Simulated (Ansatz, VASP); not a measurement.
# One calculation of NaWF2, two programs

```
Na W F
1.0
     3.80381    0.00000    0.00000
    -1.90190    3.29419    0.00000
     0.00000    0.00000    6.21131
Na W F
1 1 2
Direct
  0.00000 0.00000 0.50000
  0.00000 0.00000 0.00000
  0.33333 0.66667 0.00000
  0.66667 0.33333 0.00000
```

Alike in both runs: functional PBE; k mesh 6 × 6 × 4; occupations gaussian, width 0.1 eV; no spin polarisation.

Ansatz relaxed the structure, and its values are those at the end. VASP's run is a single point on that final structure, the one shown.

|  | VASP | Ansatz |
| --- | --- | --- |
| version | VASP 6.6.1 | Ansatz 0.2.0 |
| potentials or method | VASP PAW PBE potentials, release 64 (Na_pv, W_sv, F), cutoff 520 eV | scalar-relativistic, plane waves, PAW |
| valence electrons in the cell | 35 | 37 |

VASP gave:

```
gap on the k mesh at the Fermi level (eV) : none
pressure (GPa)                            : 0.4
```

Question: Estimate Ansatz's values.

Answer: gap on the k mesh at the Fermi level (eV): none; pressure (GPa): 0.1.

A gap of «none» marks a metal or a gap that the smearing closes. VASP's potentials hold 35 valence electrons a cell and Ansatz's 37, so a difference there can come from the potentials and not from the codes.

Neither program's run includes spin-orbit coupling.
